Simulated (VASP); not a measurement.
A run of VASP 6.6.1:

POSCAR

```
GaN
1.0
    0.0000000000      2.2675000000      2.2675000000
    2.2675000000      0.0000000000      2.2675000000
    2.2675000000      2.2675000000      0.0000000000
Ga N
1 1
Direct
    0.0000000000      0.0000000000      0.0000000000
    0.2500000000      0.2500000000      0.2500000000
```

File INCAR.step1:

```
PREC = Accurate
ENCUT = 500
EDIFF = 1E-8
ISMEAR = 0
SIGMA = 0.01
LREAL = False
LASPH = True
NELM = 80
ALGO = Normal
LWAVE = True
LCHARG = False
GGA = PE
```

The input INCAR.step2:

```
PREC = Accurate
ENCUT = 500
EDIFF = 1E-8
ISMEAR = 0
SIGMA = 0.01
LREAL = False
LASPH = True
NELM = 1
ALGO = Exact
LWAVE = True
LCHARG = False
GGA = PE
NBANDS = 447
LOPTICS = True
ISTART = 1
```

INCAR.step3

```
PREC = Accurate
ENCUT = 500
EDIFF = 1E-8
ISMEAR = 0
SIGMA = 0.01
LREAL = False
LASPH = True
ALGO = EVGW0
LWAVE = False
LCHARG = False
GGA = PE
NELMGW = 1
NBANDS = 447
ENCUTGW = 200
NOMEGA = 48
PRECFOCK = Fast
ISTART = 1
NBANDSGW = 17
```

Contents of KPOINTS:

```
regular mesh
0
Gamma
  2 2 2
```

Potentials or basis: VASP PAW PBE potentials, release 64 (Ga_d_GW, N_GW).

The run is started by

```sh
$ cat potpaw_PBE.64/Ga_d_GW/POTCAR potpaw_PBE.64/N_GW/POTCAR > POTCAR
$ cp INCAR.step1 INCAR
$ mpirun -np 1 vasp_std > vasp.out
$ cp INCAR.step2 INCAR
$ mpirun -np 1 vasp_std > vasp.out
$ cp INCAR.step3 INCAR
$ mpirun -np 1 vasp_std > vasp.out
```

Hardware: 1 thread of Intel(R) Xeon(R) 6975P-C (Granite Rapids), on a shared host.

How long does it take, and how much memory?

It took 16 s on 1 thread of Intel(R) Xeon(R) 6975P-C (Granite Rapids), on a shared host, peak memory 0.2 GiB. Counts: k points 3.
